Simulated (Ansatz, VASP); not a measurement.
# Two plane-wave programs on WS2

```
S W
1.0
     3.15594    0.00000    0.00000
    -1.57797    2.73313    0.00000
     0.00000    0.00000   56.58622
S W
6 3
Cartesian
  0.0000 1.8221 20.6380
  0.0000 1.8221 23.7896
  1.5780 0.9110 26.7189
  1.5780 0.9110 29.8673
  0.0000 1.8221 32.7966
  0.0000 1.8221 35.9482
  1.5780 0.9110 22.2148
  0.0000 1.8221 28.2931
  1.5780 0.9110 34.3715
```

Alike in both runs: functional PBE; dispersion D3(BJ); k mesh 12 × 12 × 1; no spin polarisation.

Ansatz relaxed the structure, and its values are those at the end. VASP's run is a single point on that final structure, the one shown.

|  | VASP | Ansatz |
| --- | --- | --- |
| version | VASP 6.6.1 | Ansatz 0.2.0 |
| potentials or method | VASP PAW PBE potentials, release 64 (S, W_sv), cutoff 520 eV | scalar-relativistic, plane waves, PAW |
| occupations | gaussian, width 0.01 eV | fixed |
| valence electrons in the cell | 78 | 78 |

```csv
,VASP,Ansatz,Ansatz less VASP
gap on the k mesh at the Fermi level (eV),1.15,1.13,-0.015
least direct gap on the mesh (eV),1.86,1.85,-0.003
```

Spin-orbit coupling is off throughout.
